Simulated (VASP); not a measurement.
Here is a VASP 6.6.1 calculation.

The input INCAR:

```
SYSTEM = BN
ALGO = Normal
EDIFF = 1E-7
ENCUT = 520
GGA = PS
ISIF = 2
ISMEAR = 0
LASPH = .True.
LCHARG = .False.
LREAL = .False.
LWAVE = .False.
NBANDS = 16
NELM = 60
PREC = Accurate
SIGMA = 0.05
```

KPOINTS

```
k-points
0
Gamma
  12 12 6
  0 0 0
```

File POSCAR:

```
BN
1.0
    2.5539396017      0.0000000000      0.0000000000
   -1.2769698009      2.2117765748      0.0000000000
    0.0000000000      0.0000000000      4.2268550000
B N
2 2
Direct
    0.6666666667      0.3333333333      0.9997240000
    0.3333333333      0.6666666667      0.4997240000
    0.6666666667      0.3333333333      0.5720449334
    0.3333333333      0.6666666667      0.0720449334
```

Potentials or basis: VASP PAW PBE potentials, release 64 (B, N).

The run is started by

```bash
$ cat potpaw_PBE.64/B/POTCAR potpaw_PBE.64/N/POTCAR > POTCAR
$ mpirun -np 1 vasp_std > vasp.out
```

(1) Predict the largest force.

(2) Estimate the pressure.

(3) Estimate the band gap on the k mesh.

## Answers

(1) 2.578 eV/Å.

(2) 6.3 GPa.

(3) 4.31 eV, indirect (least direct gap 6.58 eV).

Caveat: the cell differs from its parent crystal (all N atoms moved -0.225 Å, as atom 3 along Cartesian [0 0 1]); the PAW data sets were made with another functional, which shifts forces and pressure a little.
